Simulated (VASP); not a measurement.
# Al2O3 (P-3m1) in VASP: notebook

Al2O3 is run at these levels: PBEsol; tasks: single point.

Program: VASP 6.6.1. These are calculated values, not measurements. Logs are shortened: lines on timing, memory, paths and dates and some standing lists are left out, and cuts for length are marked.

### 1 The cell of the first run

It takes space group P-3m1 (No. 164, trigonal). Conventional cell: a = 3.017 Å, b = 3.017 Å, c = 6.969 Å, α = 90.00°, β = 90.00°, γ = 120.00°. Within 2.1 Å of Al (site symmetry 3m) lie 4 O at 1.55 to 1.83 Å. Within 2.4 Å of O (site symmetry 3m) lie 3 Al at 1.83 Å. O (site symmetry -3m) has 2 Al at 1.55 Å within 2.1 Å.

### 2 Single point, PBEsol (strain +0.000 along x and y, -0.080 along z)

The input, INCAR:

```
SYSTEM = Al2O3
PREC = Accurate
ENCUT = 520
EDIFF = 1E-7
ISMEAR = 0
SIGMA = 0.05
LREAL = .FALSE.
LASPH = .TRUE.
NELM = 100
ALGO = Normal
ISIF = 2
LWAVE = .FALSE.
LCHARG = .FALSE.
GGA = PS
NBANDS = 20
```

The input, KPOINTS:

```
Automatic mesh
0
G
  12 12 4
  0 0 0
```

The input, POSCAR:

```
Al2O3
1.0
    3.0174825440      0.0000000000      0.0000000000
   -1.5087412720      2.6132165386      0.0000000000
    0.0000000000      0.0000000000      6.9686651220
Al O
2 3
Direct
    0.0000000000      0.0000000000      0.2779510000
    0.0000000000      0.0000000000      0.7220490000
    0.3333333333      0.6666666667      0.1994540000
    0.6666666667      0.3333333333      0.8005460000
    0.0000000000      0.0000000000      0.5000000000
```

Potentials or basis: VASP PAW PBE potentials, release 64 (Al, O).

Run with:

```console
cat potpaw_PBE.64/Al/POTCAR potpaw_PBE.64/O/POTCAR > POTCAR
mpirun -np 1 vasp_std > vasp.out
```

OUTCAR:

```text
SYSTEM = Al2O3
   PREC = Accurate
   ENCUT = 520
   EDIFF = 1E-7
   ISMEAR = 0
   LREAL = .FALSE.
   LASPH = .TRUE.
   NELM = 100
   ISIF = 2
   GGA = PS

 ion  position               nearest neighbor table
   1  0.000  0.000  0.278-   5 1.55   3 1.83   3 1.83   3 1.83   2 3.09
   2  0.000  0.000  0.722-   5 1.55   4 1.83   4 1.83   4 1.83   1 3.09
   3  0.333  0.667  0.199-   1 1.83   1 1.83   1 1.83
   4  0.667  0.333  0.801-   2 1.83   2 1.83   2 1.83
   5  0.000  0.000  0.500-   1 1.55   2 1.55

  LATTYP: Found a hexagonal cell.
 ALAT       =     3.0174825440
 C/A-ratio  =     2.3094301360

  Lattice vectors:

 A1 = (   3.0174825440,   0.0000000000,   0.0000000000)
 A2 = (  -1.5087412720,   2.6132165386,   0.0000000000)
 A3 = (   0.0000000000,   0.0000000000,   6.9686651220)

Analysis of symmetry for initial positions (statically):
=====================================================================
 Subroutine PRICEL returns:
 Original cell was already a primitive cell.

 Routine SETGRP: Setting up the symmetry group for a
 hexagonal supercell.

 Subroutine GETGRP returns: Found 12 space group operations
 (whereof 12 operations were pure point group operations)
 out of a pool of 24 trial point group operations.

The static configuration has the point symmetry D_3d.

Analysis of symmetry for dynamics (positions and initial velocities):
=====================================================================
 Subroutine PRICEL returns:
 Original cell was already a primitive cell.

 Routine SETGRP: Setting up the symmetry group for a
 hexagonal supercell.

 Subroutine GETGRP returns: Found 12 space group operations
 (whereof 12 operations were pure point group operations)
 out of a pool of 24 trial point group operations.

The dynamic configuration has the point symmetry D_3d.

 Subroutine INISYM returns: Found 12 space group operations
 (whereof 12 operations are pure point group operations),
 and found     1 'primitive' translations

----------------------------------------------------------------------------------------

                                     Primitive cell

  volume of cell :      54.9503

  direct lattice vectors                    reciprocal lattice vectors
     3.017482544  0.000000000  0.000000000     0.331402083  0.191335082  0.000000000
    -1.508741272  2.613216539  0.000000000     0.000000000  0.382670163  0.000000000
     0.000000000  0.000000000  6.968665122     0.000000000  0.000000000  0.143499506

  length of vectors
     3.017482544  3.017482544  6.968665122     0.382670163  0.382670163  0.143499506

  position of ions in fractional coordinates (direct lattice)
     0.000000000  0.000000000  0.277951000
     0.000000000  0.000000000  0.722049000
     0.333333333  0.666666667  0.199454000
     0.666666667  0.333333333  0.800546000
     0.000000000  0.000000000  0.500000000

  ion indices of the primitive-cell ions
   primitive index   ion index
                 1           1
                 2           2
                 3           3
                 4           4
                 5           5

----------------------------------------------------------------------------------------

 KPOINTS: Automatic mesh

Automatic generation of k-mesh.
 Grid dimensions read from file:
 generate k-points for:   12   12    4

 Generating k-lattice:

  Cartesian coordinates                     Fractional coordinates (reciprocal lattice)
     0.027616840  0.015944590  0.000000000     0.083333333 -0.000000000  0.000000000
     0.000000000  0.031889180  0.000000000     0.000000000  0.083333333  0.000000000
     0.000000000  0.000000000  0.035874876     0.000000000  0.000000000  0.250000000

  Length of vectors
     0.031889180  0.031889180  0.035874876

  Shift w.r.t. Gamma in fractional coordinates (k-lattice)
     0.000000000  0.000000000  0.000000000

 Subroutine IBZKPT returns following result:
 ===========================================

 Found     69 irreducible k-points:

 Following reciprocal coordinates:
            Coordinates               Weight
  0.000000  0.000000  0.000000      1.000000
  0.083333  0.000000  0.000000      6.000000
  0.166667  0.000000  0.000000      6.000000
  0.250000  0.000000  0.000000      6.000000
  0.333333  0.000000  0.000000      6.000000
  0.416667 -0.000000  0.000000      6.000000
[... 16 lines left out ...]
  0.166667  0.000000  0.250000      6.000000
  0.000000  0.166667  0.250000      6.000000
 [... further k-points ...]
   k-points           NKPTS =     69   k-points in BZ     NKDIM =     69   number of bands    NBANDS=     20
   number of dos      NEDOS =    301   number of ions     NIONS =      5
   total plane-waves  NPLWV =  31104
   dimension x,y,z NGX =    24 NGY =   24 NGZ =   54
   dimension x,y,z NGXF=    48 NGYF=   48 NGZF=  108
   ions per type =               2   3
   NGX,Y,Z   is equivalent  to a cutoff of  13.22, 13.22, 12.88 a.u.
   NGXF,Y,Z  is equivalent  to a cutoff of  26.45, 26.45, 25.76 a.u.
 SYSTEM =  Al2O3
   PREC   = accura    normal or accurate (medium, high low for compatibility)
   ISTART =      0    job   : 0-new  1-cont  2-samecut
   ICHARG =      2    charge: 1-file 2-atom 10-const
   ISPIN  =      1    spin polarized calculation?
   LNONCOLLINEAR =      F non collinear calculations
   LSORBIT =      F    spin-orbit coupling
   LASPH  =      T    aspherical Exc in radial PAW
   ENCUT  =  520.0 eV  38.22 Ry    6.18 a.u.   5.61  5.61 12.96*2*pi/ulx,y,z
   NELM   =    100;   NELMIN=  2; NELMDL= -5     # of ELM steps
   EDIFF  = 0.1E-06   stopping-criterion for ELM
   LREAL  =      F    real-space projection
   EDIFFG = 0.1E-05   stopping-criterion for IOM
   NSW    =      0    number of steps for IOM
   IBRION =     -1    ionic relax: 0-MD 1-quasi-New 2-CG
   NFREE  =      0    steps in history (QN), initial steepest desc. (CG)
   ISIF   =      2    stress and relaxation
   ISYM   =      2    0-nonsym 1-usesym 2-fastsym
   POTIM  = 0.5000    time-step for ionic-motion
   TEBEG  =    0.0;   TEEND  =   0.0 temperature during run
   PSTRESS=    0.0 pullay stress
   NELECT =      24.0000    total number of electrons
   NUPDOWN=      -1.0000    fix difference up-down
   EMIN   =  10.00;   EMAX   =-10.00  energy-range for DOS
   EFERMI =   0.00;   METHOD = LEGACY
   ISMEAR =     0;   SIGMA  =   0.05  broadening in eV -4-tet -1-fermi 0-gaus
   EFERMI_NEDOS =   21; number of points for ismear=-14 and -15
   IALGO  =     38    algorithm
   IMIX   =      4    mixing-type and parameters
     AMIX     =   0.40;   BMIX     =  1.00
     AMIX_MAG =   1.60;   BMIX_MAG =  1.00
  volume/ion in A,a.u.               =      10.99        74.16
  Fermi-wavevector in a.u.,A,eV,Ry     =   1.242096  2.347222 20.991118  1.542804
  Thomas-Fermi vector in A             =   2.376466
   LORBIT       =      0    0 simple, 1 ext, 2 COOP (PROOUT), +10 PAW based schemes
   GGA     = PS    functional components
   LHFCALC =     F    Hartree Fock is set to
   AEXX    =    0.0000 exact exchange contribution
   IVDW    =     0    specifies the selected vdW correction
   LEPSILON=     F    determine dielectric tensor
   LRPA    =     F    only Hartree local field effects (RPA)
 non-spin polarized calculation
 Gauss-broadening in eV      SIGMA  =   0.05
  energy-cutoff  :      520.00
  volume of cell :       54.95
 maximum number of plane-waves:      1508
 NGX is ok and might be reduce to    24
   NGX = 11   NGY = 11   NGZ = 25

 number of electron      24.0000007 magnetization

 Free energy of the ion-electron system (eV)
  ---------------------------------------------------
  ext. energy  EPLUGINS =         0.00000000
  ---------------------------------------------------
  free energy    TOTEN  =       -37.01937466 eV

  energy without entropy =      -37.01937466  energy(sigma->0) =      -37.01937466

 E-fermi :   3.6870     XC(G=0): -10.3440

 val. band max:        3.4704735104   @ k =   0.0000   0.0000   0.0000
 cond. band min:       7.0691921678   @ k =   0.0000   0.0000   0.0000
 fundamental gap:      3.5987186574
 Fermi energy:         3.6870241941

 k-point     1 :       0.0000    0.0000    0.0000
  band No.  band energies     occupation
      1     -15.1465      2.00000
      2     -14.6808      2.00000
      3     -13.0811      2.00000
      4      -1.6209      2.00000
      5       0.0404      2.00000
      6       0.8435      2.00000
[... 12 lines left out ...]
     19      16.6361      0.00000
     20      17.0390      0.00000

 k-point     2 :       0.0833    0.0000    0.0000
  band No.  band energies     occupation
      1     -15.0857      2.00000
      2     -14.6327      2.00000
      3     -13.0598      2.00000
      4      -1.6117      2.00000
      5       0.0161      2.00000
      6       0.6041      2.00000
[... 12 lines left out ...]
     19      16.8111      0.00000
     20      17.0175      0.00000

 k-point     3 :       0.1667    0.0000    0.0000
  band No.  band energies     occupation
      1     -14.9124      2.00000
      2     -14.4987      2.00000
      3     -13.0036      2.00000
      4      -1.6429      2.00000
      5      -0.3079      2.00000
      6       0.1483      2.00000
[... 12 lines left out ...]
     19      17.1569      0.00000
     20      17.2672      0.00000

 k-point     4 :       0.2500    0.0000    0.0000
  band No.  band energies     occupation
      1     -14.6546      2.00000
      2     -14.3087      2.00000
      3     -12.9337      2.00000
      4      -1.8818      2.00000
      5      -1.0439      2.00000
      6      -0.2068      2.00000
[... 429 lines left out ...]
 k-point    23 :       0.1667    0.0000    0.2500
  band No.  band energies     occupation
      1     -14.8699      2.00000
      2     -14.5577      2.00000
      3     -12.9847      2.00000
      4      -1.6750      2.00000
      5      -0.2568      2.00000
      6      -0.0320      2.00000
[... 12 lines left out ...]
     19      17.1493      0.00000
     20      17.8218      0.00000

 k-point    24 :       0.0000    0.1667    0.2500
  band No.  band energies     occupation
      1     -14.8676      2.00000
      2     -14.5610      2.00000
      3     -12.9835      2.00000
      4      -1.6935      2.00000
      5      -0.3307      2.00000
      6      -0.0115      2.00000
[... 12 lines left out ...]
     19      17.2544      0.00000
     20      17.9581      0.00000

 [... further k-points ...]
[... 5 lines left out ...]
  --------------------------------------------------------------------------------------
  -------------------------------------------------------------------------------------
  Total       -0.7362322     -0.7362322     19.2240666     -0.0000000      0.0000000      0.0000000
  in kB      -21.4662217    -21.4662217    560.5135107     -0.0000000      0.0000000      0.0000000
  external PRESSURE =     172.5270224 kB  Pullay stress =       0.0000000 kB

 VOLUME and BASIS-vectors are now :
 -----------------------------------------------------------------------------
  energy-cutoff  :      520.00
  volume of cell :       54.95
      direct lattice vectors                 reciprocal lattice vectors
     3.017482544  0.000000000  0.000000000     0.331402083  0.191335082  0.000000000
    -1.508741272  2.613216539  0.000000000     0.000000000  0.382670163  0.000000000
     0.000000000  0.000000000  6.968665122     0.000000000  0.000000000  0.143499506

 POSITION                                       TOTAL-FORCE (eV/Angst)
 -----------------------------------------------------------------------------------
      0.00000      0.00000      1.93695        -0.000000      0.000000     -5.347704
      0.00000      0.00000      5.03172         0.000000     -0.000000      5.347704
     -0.00000      1.74214      1.38993         0.000000      0.000000     -0.465307
      1.50874      0.87107      5.57874        -0.000000     -0.000000      0.465307
      0.00000      0.00000      3.48433         0.000000     -0.000000     -0.000000
 -----------------------------------------------------------------------------------
    total drift:                                0.000000      0.000000     -0.000000

  FREE ENERGIE OF THE ION-ELECTRON SYSTEM (eV)
  ---------------------------------------------------
  free  energy   TOTEN  =       -37.0193746588 eV

  energy  without entropy=      -37.0193746588  energy(sigma->0) =      -37.01937466
```

It took 26 s on 1 thread of Intel Xeon 6975P-C (Granite Rapids), shared host; peak memory 0.2 GiB.

Results:

| Quantity | Value |
| --- | --- |
| Free energy | -37.0194 eV |
| Pressure | 17.3 GPa |
| Largest force | 5.348 eV/Å |
| Band gap on the k mesh | 3.60 eV, direct |

Forces on the atoms (eV/Å):
```
Al   0.000  0.000 -5.348
Al   0.000  0.000  5.348
O    0.000  0.000 -0.465
O    0.000  0.000  0.465
O    0.000  0.000  0.000
```

Levels at points of the mesh, in eV from the valence-band top:
```tsv
k point	band 8	band 9	band 10	band 11	band 12	band 13	band 14	band 15	band 16	band 17
(0.00, 0.00, 0.00)	-2.61	-2.61	-1.14	0.00	0.00	3.60	5.74	8.70	12.41	12.46
(0.50, 0.00, 0.00)	-3.14	-3.03	-1.84	-0.84	-0.41	5.63	7.62	9.19	10.77	11.38
(0.00, 0.00, 0.50)	-2.59	-2.31	-2.19	0.00	0.00	4.46	4.92	9.39	10.40	12.95
(0.50, 0.00, 0.50)	-3.26	-2.93	-2.18	-0.68	-0.40	6.38	6.61	9.67	9.75	11.96
```

Caveat: the cell differs from its parent crystal (strain +0.000 along x and y, -0.080 along z); the PAW data sets were made with another functional, which shifts forces and pressure a little. A k mesh can miss the band edges.

(Part 1 of 2 ends here.)
